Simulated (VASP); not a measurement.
Runs of VASP 6.6.1 on Zn. The structure is that of space group Fm-3m (No. 225), or close to it. The cells are those of the table. 

```csv
task,cell,k mesh,cutoff (eV),gap on the mesh (eV),pressure (GPa)
relaxation of cell and atoms,"relaxed from a = 2.854 Å, angles 122.4, 122.4, 85.8°, 1 atom",8 × 8 × 8,600,none,-0.2
single point,"a = 2.726 Å, angles 120.1, 120.1, 89.9°, 1 atom",8 × 8 × 8,520,none,(a)
single point,"a = 2.725 Å, angles 60.0°, 1 atom",24 × 24 × 24,520,none,0.4
single point,"a = 2.854 Å, angles 122.4, 122.4, 85.8°, 1 atom",10 × 10 × 10,520,none,-6.4
```

Alike in all rows: level r2SCAN; potentials or basis VASP PAW PBE potentials, release 64 (Zn); no spin polarisation; smearing gaussian 0.1 eV.

Task: Fill in the values left out.

Result: (a) 0.5.

Caveats: the PAW data sets were made with another functional, which shifts forces and pressure a little; the cell stands under tension (at least some runs).

A gap of «none» marks levels without a gap at the run's occupations.
